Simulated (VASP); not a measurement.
# Al2Au in VASP: single point with PBE

Aim: the single point of Al2Au with PBE.

All numbers are computed with VASP 6.6.1; they aren't measurements. Logs are shortened: lines on timing, memory, paths and dates and some standing lists are left out, and cuts for length are marked.

## 1. The cell of the first run

The cell holds a slab with vacuum, 12 atoms: a = 4.243 Å, b = 4.243 Å, c = 32.124 Å, α = 90.00°, β = 90.00°, γ = 120.00°.

## 2. Single point, PBE

INCAR

```
SYSTEM = Al2Au
PREC = Accurate
ENCUT = 520
EDIFF = 1E-6
ISMEAR = 0
SIGMA = 0.1
LREAL = .False.
LASPH = .True.
NELM = 60
ALGO = Normal
ISIF = 2
LWAVE = .False.
LCHARG = .False.
LDIPOL = .True.
IDIPOL = 3
DIPOL = 0.5 0.5 0.501
GGA = PE
NBANDS = 46
```

KPOINTS

```
regular mesh
0
Gamma
  9 9 1
  0 0 0
```

POSCAR

```
Al2Au
1.0
    4.2426406861     -0.0000000029      0.0000000000
   -2.1213203406      3.6742346148      0.0000000000
    0.0000000000      0.0000000000     32.1243554690
Al Au
8 4
Direct
    0.0000000000      0.0000000000      0.3112902922
    0.3333333333      0.6666666667      0.3652073502
    0.6666666667      0.3333333333      0.4191244083
    0.0000000000      0.0000000000      0.4730414663
    0.3333333333      0.6666666667      0.5280201130
    0.6666666667      0.3333333333      0.5843434358
    0.0000000000      0.0000000000      0.6377297791
    0.3333333333      0.6666666667      0.6892806181
    0.6666666667      0.3333333333      0.3382488165
    0.3333333333      0.6666666667      0.4460829420
    0.0000000000      0.0000000000      0.5551209823
    0.6666666667      0.3333333333      0.6659205735
```

Potentials or basis: VASP PAW PBE potentials, release 64 (Al, Au).

On the command line:

```bash
$ cat potpaw_PBE.64/Al/POTCAR potpaw_PBE.64/Au/POTCAR > POTCAR
$ mpirun -np 1 vasp_std > vasp.out
```

OUTCAR:

```text
SYSTEM = Al2Au
   PREC = Accurate
   ENCUT = 520
   EDIFF = 1E-6
   ISMEAR = 0
   LREAL = .False.
   LASPH = .True.
   NELM = 60
   ISIF = 2
   GGA = PE

 ion  position               nearest neighbor table
   1  0.000  0.000  0.311-   9 2.60   9 2.60   9 2.60   2 3.00   2 3.00   2 3.00
   2  0.333  0.667  0.365-   9 2.60   9 2.60   9 2.60  10 2.60   1 3.00   1 3.00   1 3.00   3 3.00
                             3 3.00   3 3.00
   3  0.667  0.333  0.419-  10 2.60  10 2.60  10 2.60   9 2.60   4 3.00   4 3.00   4 3.00   2 3.00
                             2 3.00   2 3.00
   4  0.000  0.000  0.473-  10 2.60  10 2.60  10 2.60  11 2.64   3 3.00   3 3.00   3 3.00   5 3.02
                             5 3.02   5 3.02
   5  0.333  0.667  0.528-  11 2.60  11 2.60  11 2.60  10 2.63   4 3.02   4 3.02   4 3.02   6 3.05
                             6 3.05   6 3.05
   6  0.667  0.333  0.584-  12 2.62  11 2.62  11 2.62  11 2.62   7 2.99   7 2.99   7 2.99   5 3.05
                             5 3.05   5 3.05
   7  0.000  0.000  0.638-  12 2.61  12 2.61  12 2.61  11 2.65   8 2.96   8 2.96   8 2.96   6 2.99
                             6 2.99   6 2.99
   8  0.333  0.667  0.689-  12 2.56  12 2.56  12 2.56   7 2.96   7 2.96   7 2.96
   9  0.667  0.333  0.338-   1 2.60   1 2.60   1 2.60   2 2.60   2 2.60   2 2.60   3 2.60
  10  0.333  0.667  0.446-   4 2.60   4 2.60   4 2.60   3 2.60   3 2.60   3 2.60   2 2.60   5 2.63

  11  0.000  0.000  0.555-   5 2.60   5 2.60   5 2.60   6 2.62   6 2.62   6 2.62   4 2.64   7 2.65

  12  0.667  0.333  0.666-   8 2.56   8 2.56   8 2.56   7 2.61   7 2.61   7 2.61   6 2.62

  LATTYP: Found a hexagonal cell.
 ALAT       =     4.2426406861
 C/A-ratio  =     7.5717831996

  Lattice vectors:

 A1 = (   4.2426406861,  -0.0000000029,   0.0000000000)
 A2 = (  -2.1213203406,   3.6742346148,   0.0000000000)
 A3 = (   0.0000000000,   0.0000000000,  32.1243554690)

Analysis of symmetry for initial positions (statically):
=====================================================================
 Subroutine PRICEL returns:
 Original cell was already a primitive cell.

 Routine SETGRP: Setting up the symmetry group for a
 hexagonal supercell.

 Subroutine GETGRP returns: Found  6 space group operations
 (whereof  6 operations were pure point group operations)
 out of a pool of 24 trial point group operations.

The static configuration has the point symmetry C_3v.

Analysis of symmetry for dynamics (positions and initial velocities):
=====================================================================
 Subroutine PRICEL returns:
 Original cell was already a primitive cell.

 Routine SETGRP: Setting up the symmetry group for a
 hexagonal supercell.

 Subroutine GETGRP returns: Found  6 space group operations
 (whereof  6 operations were pure point group operations)
 out of a pool of 24 trial point group operations.

The dynamic configuration has the point symmetry C_3v.

 Subroutine INISYM returns: Found  6 space group operations
 (whereof  6 operations are pure point group operations),
 and found     1 'primitive' translations

----------------------------------------------------------------------------------------

                                     Primitive cell

  volume of cell :     500.7691

  direct lattice vectors                    reciprocal lattice vectors
     4.242640686 -0.000000003  0.000000000     0.235702261  0.136082763  0.000000000
    -2.121320341  3.674234615  0.000000000     0.000000000  0.272165527  0.000000000
     0.000000000  0.000000000 32.124355469     0.000000000  0.000000000  0.031129029

  length of vectors
     4.242640686  4.242640686 32.124355469     0.272165527  0.272165527  0.031129029

  position of ions in fractional coordinates (direct lattice)
     0.000000000  0.000000000  0.311290292
     0.333333333  0.666666667  0.365207350
     0.666666667  0.333333333  0.419124408
     0.000000000  0.000000000  0.473041466
     0.333333333  0.666666667  0.528020113
     0.666666667  0.333333333  0.584343436
     0.000000000  0.000000000  0.637729779
     0.333333333  0.666666667  0.689280618
     0.666666667  0.333333333  0.338248816
     0.333333333  0.666666667  0.446082942
     0.000000000  0.000000000  0.555120982
     0.666666667  0.333333333  0.665920574

  ion indices of the primitive-cell ions
   primitive index   ion index
                 1           1
                 2           2
                 3           3
                 4           4
                 5           5
                 6           6
                 7           7
                 8           8
                 9           9
                10          10
                11          11
                12          12

----------------------------------------------------------------------------------------

 KPOINTS: regular mesh

Automatic generation of k-mesh.
 Grid dimensions read from file:
 generate k-points for:    9    9    1

 Generating k-lattice:

  Cartesian coordinates                     Fractional coordinates (reciprocal lattice)
     0.026189140  0.015120307  0.000000000     0.111111111 -0.000000000  0.000000000
     0.000000000  0.030240614  0.000000000     0.000000000  0.111111111  0.000000000
     0.000000000  0.000000000  0.031129029     0.000000000  0.000000000  1.000000000

  Length of vectors
     0.030240614  0.030240614  0.031129029

  Shift w.r.t. Gamma in fractional coordinates (k-lattice)
     0.000000000  0.000000000  0.000000000

 Subroutine IBZKPT returns following result:
 ===========================================

 Found     12 irreducible k-points:

 Following reciprocal coordinates:
            Coordinates               Weight
  0.000000  0.000000  0.000000      1.000000
  0.111111  0.000000  0.000000      6.000000
  0.222222 -0.000000  0.000000      6.000000
  0.333333  0.000000  0.000000      6.000000
  0.444444 -0.000000  0.000000      6.000000
  0.111111  0.111111  0.000000      6.000000
  0.222222  0.111111  0.000000     12.000000
  0.333333  0.111111  0.000000     12.000000
  0.444444  0.111111  0.000000      6.000000
  0.222222  0.222222  0.000000      6.000000
  0.333333  0.222222  0.000000     12.000000
  0.333333  0.333333  0.000000      2.000000
   k-points           NKPTS =     12   k-points in BZ     NKDIM =     12   number of bands    NBANDS=     46
   number of dos      NEDOS =    301   number of ions     NIONS =     12
   total plane-waves  NPLWV = 245760
   dimension x,y,z NGX =    32 NGY =   32 NGZ =  240
   dimension x,y,z NGXF=    64 NGYF=   64 NGZF=  480
   ions per type =               8   4
   NGX,Y,Z   is equivalent  to a cutoff of  12.54, 12.54, 12.42 a.u.
   NGXF,Y,Z  is equivalent  to a cutoff of  25.08, 25.08, 24.84 a.u.
 SYSTEM =  Al2Au
   PREC   = accura    normal or accurate (medium, high low for compatibility)
   ISTART =      0    job   : 0-new  1-cont  2-samecut
   ICHARG =      2    charge: 1-file 2-atom 10-const
   ISPIN  =      1    spin polarized calculation?
   LNONCOLLINEAR =      F non collinear calculations
   LSORBIT =      F    spin-orbit coupling
   LASPH  =      T    aspherical Exc in radial PAW
   ENCUT  =  520.0 eV  38.22 Ry    6.18 a.u.   7.89  7.89 59.73*2*pi/ulx,y,z
   NELM   =     60;   NELMIN=  2; NELMDL= -5     # of ELM steps
   EDIFF  = 0.1E-05   stopping-criterion for ELM
   LREAL  =      F    real-space projection
   EDIFFG = 0.1E-04   stopping-criterion for IOM
   NSW    =      0    number of steps for IOM
   IBRION =     -1    ionic relax: 0-MD 1-quasi-New 2-CG
   NFREE  =      0    steps in history (QN), initial steepest desc. (CG)
   ISIF   =      2    stress and relaxation
   ISYM   =      2    0-nonsym 1-usesym 2-fastsym
   POTIM  = 0.5000    time-step for ionic-motion
   TEBEG  =    0.0;   TEEND  =   0.0 temperature during run
   PSTRESS=    0.0 pullay stress
   NELECT =      68.0000    total number of electrons
   NUPDOWN=      -1.0000    fix difference up-down
   EMIN   =  10.00;   EMAX   =-10.00  energy-range for DOS
   EFERMI =   0.00;   METHOD = LEGACY
   ISMEAR =     0;   SIGMA  =   0.10  broadening in eV -4-tet -1-fermi 0-gaus
   EFERMI_NEDOS =   21; number of points for ismear=-14 and -15
   IALGO  =     38    algorithm
   IMIX   =      4    mixing-type and parameters
     AMIX     =   0.40;   BMIX     =  1.00
     AMIX_MAG =   1.60;   BMIX_MAG =  1.00
  volume/ion in A,a.u.               =      41.73       281.61
  Fermi-wavevector in a.u.,A,eV,Ry     =   0.841457  1.590123  9.633604  0.708050
  Thomas-Fermi vector in A             =   1.956005
   LORBIT       =      0    0 simple, 1 ext, 2 COOP (PROOUT), +10 PAW based schemes
   GGA     = PE    functional components
   LHFCALC =     F    Hartree Fock is set to
   AEXX    =    0.0000 exact exchange contribution
   IVDW    =     0    specifies the selected vdW correction
   LEPSILON=     F    determine dielectric tensor
   LRPA    =     F    only Hartree local field effects (RPA)
 non-spin polarized calculation
 Gauss-broadening in eV      SIGMA  =   0.10
  energy-cutoff  :      520.00
  volume of cell :      500.77
 maximum number of plane-waves:     13590
 NGX is ok and might be reduce to    32
   NGX = 15   NGY = 15   NGZ =119

 dipolmoment           0.000000      0.000000     -0.000488 electrons x Angstroem

 number of electron      68.0000000 magnetization

 dipolmoment           0.000000      0.000000      0.007484 electrons x Angstroem

 Free energy of the ion-electron system (eV)
  ---------------------------------------------------
  ext. energy  EPLUGINS =         0.00000000
  ---------------------------------------------------
  free energy    TOTEN  =       -45.98185157 eV

  energy without entropy =      -45.94661418  energy(sigma->0) =      -45.96423288

 E-fermi :   0.9983     XC(G=0):  -5.1348

 val. band max:        0.9807611624   @ k =   0.3333   0.3333   0.0000
 cond. band min:       1.0026954567   @ k =   0.1111   0.1111   0.0000
 fundamental gap:      0.0219342943
 Fermi energy:         0.9983123690

 k-point     1 :       0.0000    0.0000    0.0000
  band No.  band energies     occupation
      1      -9.3433      2.00000
      2      -8.8502      2.00000
      3      -8.1446      2.00000
      4      -7.6271      2.00000
      5      -5.6932      2.00000
      6      -5.5955      2.00000
[... 38 lines left out ...]
     45       4.9497      0.00000
     46       5.0283      0.00000

 k-point     2 :       0.1111    0.0000    0.0000
  band No.  band energies     occupation
      1      -9.1992      2.00000
      2      -8.7059      2.00000
      3      -7.9982      2.00000
      4      -7.4777      2.00000
      5      -5.7542      2.00000
      6      -5.7133      2.00000
[... 38 lines left out ...]
     45       5.1918      0.00000
     46       5.2518      0.00000

 k-point     3 :       0.2222   -0.0000    0.0000
  band No.  band energies     occupation
      1      -8.7780      2.00000
      2      -8.2866      2.00000
      3      -7.5774      2.00000
      4      -7.0523      2.00000
      5      -5.9156      2.00000
      6      -5.8219      2.00000
[... 430 lines left out ...]
     45       5.6582      0.00000
     46       5.8305      0.00000

 k-point    12 :       0.3333    0.3333    0.0000
  band No.  band energies     occupation
      1      -6.5767      2.00000
      2      -6.5381      2.00000
      3      -6.2702      2.00000
      4      -6.1608      2.00000
      5      -5.8959      2.00000
      6      -5.8407      2.00000
[... 38 lines left out ...]
     45       6.2466      0.00000
     46       6.3718      0.00000

------------------------ aborting loop because EDIFF is reached ----------------------------------------

 vacuum level on the upper side and lower side of the slab       (xc-potential included)         0.035        -0.050

  FORCE on cell =-STRESS in cart. coord.  units (eV):
  Direction    XX          YY          ZZ          XY          YZ          ZX
  --------------------------------------------------------------------------------------
  -------------------------------------------------------------------------------------
  Total        1.9588113      1.9588113      0.5318996     -0.0000000      0.0000000     -0.0000000
  in kB        6.2670855      6.2670855      1.7017772     -0.0000000      0.0000000     -0.0000000
  external PRESSURE =       4.7453161 kB  Pullay stress =       0.0000000 kB

 VOLUME and BASIS-vectors are now :
 -----------------------------------------------------------------------------
  energy-cutoff  :      520.00
  volume of cell :      500.77
      direct lattice vectors                 reciprocal lattice vectors
     4.242640686 -0.000000003  0.000000000     0.235702261  0.136082763  0.000000000
    -2.121320341  3.674234615  0.000000000     0.000000000  0.272165527  0.000000000
     0.000000000  0.000000000 32.124355469     0.000000000  0.000000000  0.031129029

 POSITION                                       TOTAL-FORCE (eV/Angst)
 -----------------------------------------------------------------------------------
      0.00000      0.00000     10.00000         0.000000      0.000000      0.300090
      0.00000      2.44949     11.73205        -0.000000     -0.000000     -0.171050
      2.12132      1.22474     13.46410         0.000000     -0.000000     -0.148034
      0.00000      0.00000     15.19615         0.000000     -0.000000      0.147276
      0.00000      2.44949     16.96231         0.000000     -0.000000      0.009937
      2.12132      1.22474     18.77166        -0.000000     -0.000000     -0.007597
      0.00000      0.00000     20.48666        -0.000000      0.000000     -0.000278
      0.00000      2.44949     22.14270         0.000000      0.000000     -0.012059
      2.12132      1.22474     10.86603        -0.000000     -0.000000     -0.387188
      0.00000      2.44949     14.33013        -0.000000     -0.000000      0.283773
      0.00000      0.00000     17.83290        -0.000000     -0.000000     -0.016717
      2.12132      1.22474     21.39227        -0.000000      0.000000      0.001847
 -----------------------------------------------------------------------------------
    total drift:                               -0.000000      0.000000      0.000160

  FREE ENERGIE OF THE ION-ELECTRON SYSTEM (eV)
  ---------------------------------------------------
  free  energy   TOTEN  =       -45.9818515738 eV

  energy  without entropy=      -45.9466141828  energy(sigma->0) =      -45.96423288

 vacuum level on the upper side and lower side of the slab         5.217         5.130
```

It took 9.2 min on 1 thread of Intel Xeon Platinum 8488C (Sapphire Rapids), shared host; peak memory 0.63 GiB.

Results:

| Quantity | Value |
| --- | --- |
| Free energy | -45.9819 eV |
| Largest force | 0.387 eV/Å |
| Band gap on the k mesh | zero (band 34 reaches 3.14 eV, above the bottom of band 35 at 0.43 eV) |

Forces in eV/Å, atoms in the order of the input:
```
Al   0.000  0.000  0.300
Al   0.000  0.000 -0.171
Al   0.000  0.000 -0.148
Al   0.000  0.000  0.147
Al   0.000  0.000  0.010
Al   0.000  0.000 -0.008
Al   0.000  0.000  0.000
Al   0.000  0.000 -0.012
Au   0.000  0.000 -0.387
Au   0.000  0.000  0.284
Au   0.000  0.000 -0.017
Au   0.000  0.000  0.002
```

Caveat: spin-orbit coupling is left out, which moves the levels of the heavy elements.
